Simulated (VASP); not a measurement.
Here is a VASP 6.6.1 calculation.

INCAR

```
PREC = Accurate ; ENCUT = 520
EDIFF = 1E-6 ; ISMEAR = 0
SIGMA = 0.05 ; LREAL = Auto
LASPH = True ; NELM = 100
ALGO = Normal ; ISIF = 2
LWAVE = False ; LCHARG = False
GGA = PE ; NBANDS = 72
```

The input KPOINTS:

```
Automatic mesh
0
Gamma
  3 3 3
```

File POSCAR:

```
Al30Ga
1.0
    8.1000000000      0.0000000000      0.0000000000
    0.0000000000      8.1000000000      0.0000000000
    0.0000000000      0.0000000000      8.1000000000
Al Ga
30 1
Direct
    0.4997992593      0.0028354321     -0.0030871605
    0.7471241975      0.2501129630     -0.0029550617
    0.7486214815      0.0012332099      0.2500691358
   -0.0019696296     -0.0006054321      0.0016222222
    0.2482535802      0.2445112346      0.0084233333
    0.5054925926      0.5016917284      0.0086858025
    0.7505654321      0.7518592593      0.0015135802
    0.2481940741     -0.0073337037      0.2501295062
    0.5012687654      0.2485332099      0.2500830864
    0.7575786420      0.5018079012      0.2500651852
    0.4998067901      0.0028561728      0.5032470370
    0.7471017284      0.2501208642      0.5031393827
    0.7480030864      0.0020653086      0.7500785185
    0.0030767901      0.5016334568     -0.0031743210
    0.2482595062      0.7469369136     -0.0030122222
   -0.0041733333      0.2499083951      0.2501102469
    0.2484023457      0.5015140741      0.2500812346
    0.5000762963      0.7543475309      0.2500453086
   -0.0019671605     -0.0005659259      0.4985595062
    0.2482980247      0.2446033333      0.4918575309
    0.5055154321      0.5017634568      0.4914487654
    0.7505813580      0.7519218519      0.4986000000
    0.2506039506      0.0016986420      0.7500881481
    0.7481249383      0.4992117284      0.7500590123
   -0.0005219753      0.7504441975      0.2500581481
    0.0030685185      0.5016675309      0.5033311111
    0.2482597531      0.7469192593      0.5032029630
    0.0008379012      0.2506982716      0.7500822222
    0.4991225926      0.7489739506      0.7500420988
    0.0007032099      0.7492540741      0.7500649383
    0.2935564198      0.4566424691      0.7501787654
```

Potentials or basis: VASP PAW PBE potentials, release 64 (Al, Ga_d).

Command:

```console
$ cat potpaw_PBE.64/Al/POTCAR potpaw_PBE.64/Ga_d/POTCAR > POTCAR
$ mpirun -np 1 vasp_std > vasp.out
```

Q: Predict the band gap on the k mesh.

A: Zero (an odd number of electrons rules out a gap without spin polarisation).

Q: Estimate the pressure.

A: -0.9 GPa.

Q: Predict the largest force.

A: 0.404 eV/Å.

Stress tensor (GPa, compression positive):
```
-0.90  0.26  0.00
 0.26 -0.90  0.00
 0.00  0.00 -0.87
```
